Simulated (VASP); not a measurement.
# CaO (F-43m) in VASP: settings compared

CaO is run at these levels: r2SCAN, r2SCAN+D3(BJ), r2SCAN+rVV10; tasks: single point.

All numbers are computed with VASP 6.6.1; they aren't measurements. Logs are shortened: lines on timing, memory, paths and dates and some standing lists are left out, and cuts for length are marked.

### Step 1. The cell of the first run

It takes space group F-43m (No. 216, cubic). The conventional cell has a = 5.213 Å, b = 5.213 Å, c = 5.213 Å, α = 90.00°, β = 90.00°, γ = 90.00°. Within 3.0 Å of Ca (site symmetry -43m) lie 4 O at 2.26 Å. O (site symmetry -43m) has 4 Ca at 2.26 Å within 3.0 Å.

### Step 2. Single point, r2SCAN

Contents of POSCAR:

```
CaO
1.0
    0.0000000000      2.6067317416      2.6067317416
    2.6067317416      0.0000000000      2.6067317416
    2.6067317416      2.6067317416      0.0000000000
Ca O
1 1
Direct
    0.0000000000      0.0000000000      0.0000000000
    0.2500000000      0.2500000000      0.2500000000
```

Contents of INCAR.step1:

```
PREC = Accurate
ENCUT = 660
ISMEAR = 1
SIGMA = 0.05
LREAL = False
LASPH = True
NELM = 120
NBANDS = 15
GGA = PE
ALGO = Normal
EDIFF = 1E-5
LWAVE = True
LCHARG = False
GGA_COMPAT = False
```

Contents of INCAR.step2:

```
PREC = Accurate
ENCUT = 660
EDIFF = 1E-6
ISMEAR = 1
SIGMA = 0.05
LREAL = False
LASPH = True
NELM = 120
ALGO = Normal
ISIF = 2
LWAVE = False
LCHARG = True
METAGGA = R2SCAN
LMIXTAU = True
LELF = True
LVHAR = True
NBANDS = 15
ISTART = 1
GGA_COMPAT = False
```

Contents of KPOINTS:

```
Automatic mesh
0
Gamma
  6 6 6
```

Potentials or basis: VASP PAW PBE potentials, release 64 (Ca_sv, O).

Run with:

```console
> cat potpaw_PBE.64/Ca_sv/POTCAR potpaw_PBE.64/O/POTCAR > POTCAR
> cp INCAR.step1 INCAR
> mpirun -np 1 vasp_std > vasp.out
> cp INCAR.step2 INCAR
> mpirun -np 1 vasp_std > vasp.out
```

OUTCAR:

```text
PREC = Accurate
   ENCUT = 660
   EDIFF = 1E-6
   ISMEAR = 1
   LREAL = False
   LASPH = True
   NELM = 120
   ISIF = 2
   METAGGA = R2SCAN
   ISTART = 1

 ion  position               nearest neighbor table
   1  0.000  0.000  0.000-   2 2.26   2 2.26   2 2.26   2 2.26
   2  0.250  0.250  0.250-   1 2.26   1 2.26   1 2.26   1 2.26

  LATTYP: Found a face centered cubic cell.
 ALAT       =     5.2134634832

  Lattice vectors:

 A1 = (   0.0000000000,   2.6067317416,   2.6067317416)
 A2 = (   2.6067317416,   0.0000000000,   2.6067317416)
 A3 = (   2.6067317416,   2.6067317416,   0.0000000000)

Analysis of symmetry for initial positions (statically):
=====================================================================
 Subroutine PRICEL returns:
 Original cell was already a primitive cell.

 Routine SETGRP: Setting up the symmetry group for a
 face centered cubic supercell.

 Subroutine GETGRP returns: Found 24 space group operations
 (whereof 24 operations were pure point group operations)
 out of a pool of 48 trial point group operations.

The static configuration has the point symmetry T_d .

Analysis of symmetry for dynamics (positions and initial velocities):
=====================================================================
 Subroutine PRICEL returns:
 Original cell was already a primitive cell.

 Routine SETGRP: Setting up the symmetry group for a
 face centered cubic supercell.

 Subroutine GETGRP returns: Found 24 space group operations
 (whereof 24 operations were pure point group operations)
 out of a pool of 48 trial point group operations.

The dynamic configuration has the point symmetry T_d .

 Subroutine INISYM returns: Found 24 space group operations
 (whereof 24 operations are pure point group operations),
 and found     1 'primitive' translations

----------------------------------------------------------------------------------------

                                     Primitive cell

  volume of cell :      35.4257

  direct lattice vectors                    reciprocal lattice vectors
     0.000000000  2.606731742  2.606731742    -0.191811068  0.191811068  0.191811068
     2.606731742  0.000000000  2.606731742     0.191811068 -0.191811068  0.191811068
     2.606731742  2.606731742  0.000000000     0.191811068  0.191811068 -0.191811068

  length of vectors
     3.686475382  3.686475382  3.686475382     0.332226516  0.332226516  0.332226516

  position of ions in fractional coordinates (direct lattice)
     0.000000000  0.000000000  0.000000000
     0.250000000  0.250000000  0.250000000

  ion indices of the primitive-cell ions
   primitive index   ion index
                 1           1
                 2           2

----------------------------------------------------------------------------------------

 KPOINTS: Automatic mesh

Automatic generation of k-mesh.
 Grid dimensions read from file:
 generate k-points for:    6    6    6

 Generating k-lattice:

  Cartesian coordinates                     Fractional coordinates (reciprocal lattice)
    -0.031968511  0.031968511  0.031968511     0.166666667  0.000000000  0.000000000
     0.031968511 -0.031968511  0.031968511     0.000000000  0.166666667  0.000000000
     0.031968511  0.031968511 -0.031968511     0.000000000  0.000000000  0.166666667

  Length of vectors
     0.055371086  0.055371086  0.055371086

  Shift w.r.t. Gamma in fractional coordinates (k-lattice)
     0.000000000  0.000000000  0.000000000

 Subroutine IBZKPT returns following result:
 ===========================================

 Found     16 irreducible k-points:

 Following reciprocal coordinates:
            Coordinates               Weight
  0.000000  0.000000  0.000000      1.000000
  0.166667  0.000000  0.000000      8.000000
  0.333333  0.000000  0.000000      8.000000
  0.500000  0.000000  0.000000      4.000000
  0.166667  0.166667  0.000000      6.000000
  0.333333  0.166667  0.000000     24.000000
[... 8 lines left out ...]
 -0.333333  0.333333  0.166667     24.000000
 -0.333333  0.500000  0.166667     12.000000
   k-points           NKPTS =     16   k-points in BZ     NKDIM =     16   number of bands    NBANDS=     15
   number of dos      NEDOS =    301   number of ions     NIONS =      2
   total plane-waves  NPLWV =  32768
   dimension x,y,z NGX =    32 NGY =   32 NGZ =   32
   dimension x,y,z NGXF=    64 NGYF=   64 NGZF=   64
   ions per type =               1   1
   NGX,Y,Z   is equivalent  to a cutoff of  14.43, 14.43, 14.43 a.u.
   NGXF,Y,Z  is equivalent  to a cutoff of  28.86, 28.86, 28.86 a.u.
 SYSTEM =  unknown system
   PREC   = accura    normal or accurate (medium, high low for compatibility)
   ISTART =      1    job   : 0-new  1-cont  2-samecut
   ICHARG =      0    charge: 1-file 2-atom 10-const
   ISPIN  =      1    spin polarized calculation?
   LNONCOLLINEAR =      F non collinear calculations
   LSORBIT =      F    spin-orbit coupling
[... 55 lines left out ...]
      2     -18.4735      2.00000
      3     -18.4735      2.00000
      4     -18.4735      2.00000
      5     -15.6081      2.00000
      6      -0.4810      2.00000
      7      -0.4810      2.00000
      8      -0.4810      2.00000
      9       3.8790      0.00000
     10       8.8008      0.00000
     11       8.8008      0.00000
     12      10.4316      0.00000
     13      10.4316      0.00000
     14      10.4316      0.00000
     15      17.5298      0.00000

 k-point     2 :       0.1667    0.0000    0.0000
  band No.  band energies     occupation
      1     -38.4021      2.00000
      2     -18.7058      2.00000
      3     -18.4873      2.00000
      4     -18.4873      2.00000
      5     -15.3828      2.00000
      6      -0.7262      2.00000
      7      -0.4078      2.00000
      8      -0.4078      2.00000
      9       4.7782      0.00000
     10       8.5286      0.00000
     11       8.5286      0.00000
     12      10.0335      0.00000
     13      10.6647      0.00000
     14      10.6647      0.00000
     15      15.0195      0.00000

 k-point     3 :       0.3333    0.0000    0.0000
  band No.  band energies     occupation
      1     -38.3792      2.00000
      2     -19.0886      2.00000
      3     -18.5148      2.00000
      4     -18.5148      2.00000
      5     -15.0264      2.00000
      6      -0.8836      2.00000
      7      -0.2760      2.00000
      8      -0.2760      2.00000
      9       6.2149      0.00000
     10       8.4652      0.00000
     11       8.4652      0.00000
     12       9.3977      0.00000
     13      10.5615      0.00000
     14      10.5615      0.00000
     15      12.9603      0.00000

 k-point     4 :       0.5000    0.0000    0.0000
  band No.  band energies     occupation
      1     -38.3676      2.00000
      2     -19.2535      2.00000
      3     -18.5284      2.00000
      4     -18.5284      2.00000
      5     -14.8808      2.00000
      6      -0.8447      2.00000
      7      -0.2187      2.00000
      8      -0.2187      2.00000
      9       6.7298      0.00000
     10       8.6795      0.00000
     11       8.6795      0.00000
     12       8.9628      0.00000
     13      10.2259      0.00000
     14      10.2259      0.00000
     15      12.8096      0.00000
[... 163 lines left out ...]
 k-point    14 :       0.5000    0.3333    0.1667
  band No.  band energies     occupation
      1     -38.3639      2.00000
      2     -19.1943      2.00000
      3     -18.6406      2.00000
      4     -18.5631      2.00000
      5     -14.7987      2.00000
      6      -0.9117      2.00000
      7      -0.2638      2.00000
      8      -0.0486      2.00000
      9       6.0795      0.00000
     10       7.3432      0.00000
     11       9.1336      0.00000
     12      10.1760      0.00000
     13      10.5933      0.00000
     14      11.1029      0.00000
     15      14.2301      0.00000

 k-point    15 :      -0.3333    0.3333    0.1667
  band No.  band energies     occupation
      1     -38.3563      2.00000
      2     -19.2591      2.00000
      3     -18.6852      2.00000
      4     -18.5839      2.00000
      5     -14.6991      2.00000
      6      -0.6674      2.00000
      7      -0.4347      2.00000
      8       0.0345      2.00018
      9       5.7917      0.00000
     10       7.3939      0.00000
     11       9.0373      0.00000
     12      10.3003      0.00000
     13      10.6214      0.00000
     14      12.1911      0.00000
     15      13.4651      0.00000

 k-point    16 :      -0.3333    0.5000    0.1667
  band No.  band energies     occupation
      1     -38.3525      2.00000
      2     -19.2978      2.00000
      3     -18.6727      2.00000
      4     -18.6178      2.00000
      5     -14.6513      2.00000
      6      -0.9383      2.00000
      7      -0.1822      2.00000
      8       0.1435      1.99445
      9       5.5118      0.00000
     10       7.2202      0.00000
     11       9.4557      0.00000
     12      10.0991      0.00000
     13      10.7462      0.00000
     14      13.2101      0.00000
     15      14.2810      0.00000

------------------------ aborting loop because EDIFF is reached ----------------------------------------

  FORCE on cell =-STRESS in cart. coord.  units (eV):
  Direction    XX          YY          ZZ          XY          YZ          ZX
  --------------------------------------------------------------------------------------
  -------------------------------------------------------------------------------------
  Total        0.1658357      0.1658357      0.1658357     -0.0000000     -0.0000000      0.0000000
  in kB        7.5001435      7.5001435      7.5001435     -0.0000000     -0.0000000      0.0000000
  external PRESSURE =       7.5001435 kB  Pullay stress =       0.0000000 kB

 VOLUME and BASIS-vectors are now :
 -----------------------------------------------------------------------------
  energy-cutoff  :      660.00
  volume of cell :       35.43
      direct lattice vectors                 reciprocal lattice vectors
     0.000000000  2.606731742  2.606731742    -0.191811068  0.191811068  0.191811068
     2.606731742  0.000000000  2.606731742     0.191811068 -0.191811068  0.191811068
     2.606731742  2.606731742  0.000000000     0.191811068  0.191811068 -0.191811068

 POSITION                                       TOTAL-FORCE (eV/Angst)
 -----------------------------------------------------------------------------------
      0.00000      0.00000      0.00000         0.000000      0.000000     -0.000000
      1.30337      1.30337      1.30337        -0.000000     -0.000000      0.000000
 -----------------------------------------------------------------------------------
    total drift:                                0.000000      0.000000      0.000000

  FREE ENERGIE OF THE ION-ELECTRON SYSTEM (eV)
  ---------------------------------------------------
  free  energy   TOTEN  =       -18.9467676848 eV

  energy  without entropy=      -18.9470231507  energy(sigma->0) =      -18.94685284
```

Wall time 40 s (1 thread of Intel Xeon Platinum 8488C (Sapphire Rapids), shared host); peak memory 0.18 GiB.

What came out:

| Item | Value |
| --- | --- |
| Free energy | -18.9468 eV |
| Pressure | 0.8 GPa |
| Band gap on the k mesh | 3.74 eV (least direct gap 4.36 eV) |

Caveat: the structure was generated, so it needn't be the stable form of CaO; the PAW data sets were made with another functional, which shifts forces and pressure a little.

(Part 1 of 2 ends here.)
